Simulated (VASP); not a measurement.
Crystal: Cr.

```
Cr
1.0
     2.71400    0.00000    0.00000
    -1.35700    2.35039    0.00000
     0.00000    0.00000    4.41000
Cr
2
Direct
  0.66667 0.33333 0.75000
  0.33333 0.66667 0.25000
```

This isn't the form of Cr at room conditions, which is bcc.

Base run:

- Program: VASP 6.6.1
- Functional: LDA
- Potentials or basis: VASP PAW LDA potentials, release 64 (Cr_pv)
- Cutoff: 520 eV
- k mesh: 11 × 11 × 6
- Occupations: fermi-dirac, width 0.05 eV
- Spin: collinear spin, ferromagnetic start
- Starting moments: [3.0, 3.0] μB

Its results: pressure -38.9 GPa; net moment 0.47 μB per cell; site moments Cr +0.22 μB.

The run is repeated on the same cell with these changes: occupations from fermi-dirac, width 0.05 eV to gaussian, width 0.02 eV. What comes out?

Pressure -38.3 GPa; net moment 1.13 μB per cell; site moments Cr +0.52 μB.

Caveats: the cell stands under tension; an empty level that is flat over the whole mesh can mark a ghost state of the potentials, or a narrow d or f band.
